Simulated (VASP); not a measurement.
Wanted: the native input for a VASP 6.6.1 run.

```yaml
Task: single point
Functional: LDA
Potentials_or_basis: VASP PAW LDA potentials, release 64 (Os)
Cutoff: 520 eV
k_mesh: 17 × 17 × 17
Occupations: fermi-dirac, width 0.05 eV
Spin: no spin polarisation
Dipole_correction: no
Further_INCAR_settings: ALGO = Normal; EDIFF = 1e-06; NBANDS = 10
```

The structure of Os lies in POSCAR:

```
Os
1.0
    2.4477735073      0.0000000000      0.0000000000
    0.0000000000      2.4477735073      0.0000000000
    0.0000000000      0.0000000000      2.4477735073
Os
1
Direct
    0.0000000000      0.0000000000      0.0000000000
```

This isn't the form of Os at room conditions, which is hcp.

One way to write it, as run:

INCAR

```
SYSTEM = Os
PREC = Accurate
ENCUT = 520
EDIFF = 1E-6
ISMEAR = -1
SIGMA = 0.05
LREAL = .FALSE.
LASPH = .TRUE.
NELM = 100
ALGO = Normal
ISIF = 2
LWAVE = .FALSE.
LCHARG = .FALSE.
GGA = CA
NBANDS = 10
```

KPOINTS

```
Automatic mesh
0
G
  17 17 17
  0 0 0
```

Potentials or basis: VASP PAW LDA potentials, release 64 (Os).

Run with:

```console
$ cat potpaw_LDA.64/Os/POTCAR > POTCAR
$ mpirun -np 1 vasp_std > vasp.out
```

It gave:

```json
{"Pressure": "31.6 GPa", "Band gap on the k mesh": "zero (bands 4 and 5 overlap by 6.95 eV)"}
```

Caveat: the cell stands under pressure; spin-orbit coupling is left out, which moves the levels of the heavy elements.

It took 20 s on 1 thread of Intel Xeon 8259CL, with other jobs on the host, peak memory 0.13 GiB.
